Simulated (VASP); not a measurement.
Here is a VASP 6.6.1 calculation.

INCAR

```
ALGO     = Normal         # electronic algorithm
EDIFF    = 1E-6           # SCF threshold, eV
ENCUT    = 520            # plane-wave cutoff, eV
GGA      = PE             # functional
ISIF     = 2              # what is computed and relaxed
ISMEAR   = -1             # smearing method
LASPH    = True           # aspherical terms in the spheres
LCHARG   = False          # write CHGCAR
LREAL    = False          # projectors in reciprocal space
LWAVE    = False          # write WAVECAR
NBANDS   = 24             # bands
NELM     = 60             # most SCF steps
PREC     = Accurate       # precision mode
SIGMA    = 0.1            # smearing width, eV
```

KPOINTS

```
k-points
0
Gamma
  12 12 17
```

File POSCAR:

```
Cu
1.0
    4.2334020927      0.0000000000      0.0000000000
   -2.1167010464      3.6662337568      0.0000000000
    0.0000000000      0.0000000000      2.5428270724
Cu
3
Direct
    0.0000000000      0.0000000000      0.0000000000
    0.3333333333      0.6666666667      0.5000000000
    0.6666666667      0.3333333333      0.5000000000
```

Potentials or basis: VASP PAW PBE potentials, release 64 (Cu).

Run with:

```sh
$ cat potpaw_PBE.64/Cu/POTCAR > POTCAR
$ mpirun -np 1 vasp_std > vasp.out
```

Problem. What does it give for the pressure?

Solution. -7.8 GPa.
